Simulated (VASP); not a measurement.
A run of VASP 6.6.1 is set up as follows.

The input INCAR:

```
  ALGO = Fast
  EDIFF = 1E-6
  EDIFFG = -0.01
  ENCUT = 600
  GGA = PE
  IBRION = 2
  ISIF = 3
  ISMEAR = 0
  LASPH = T
  LCHARG = F
  LREAL = F
  LWAVE = F
  NELM = 60
  NSW = 100
  PREC = Accurate
  SIGMA = 0.1
```

KPOINTS

```
k-points
0
Gamma
  8 8 8
```

The input POSCAR:

```
Ba2W3
1.0
    5.1280260860      0.0000000000      0.0000000000
    0.0000000000      5.1280260860      0.0000000000
    0.0000000000      0.0000000000      5.1280260860
Ba W
2 3
Direct
    0.0000000000      0.0000000000      0.0000000000
    0.5000000000      0.5000000000      0.5000000000
    0.0000000000      0.5000000000      0.5000000000
    0.5000000000      0.0000000000      0.5000000000
    0.5000000000      0.5000000000      0.0000000000
```

Potentials or basis: VASP PAW PBE potentials, release 64 (Ba_sv, W_sv).

Launch:

```sh
$ cat potpaw_PBE.64/Ba_sv/POTCAR potpaw_PBE.64/W_sv/POTCAR > POTCAR
$ mpirun -np 1 vasp_std > vasp.out
```

(1) What does it give for the relaxed volume?

(2) Predict the relaxed cell.

Results:

(1) 28.65 Å³/atom.

(2) a = 5.232 Å, b = 5.232 Å, c = 5.232 Å, α = 90.00°, β = 90.00°, γ = 90.00°.
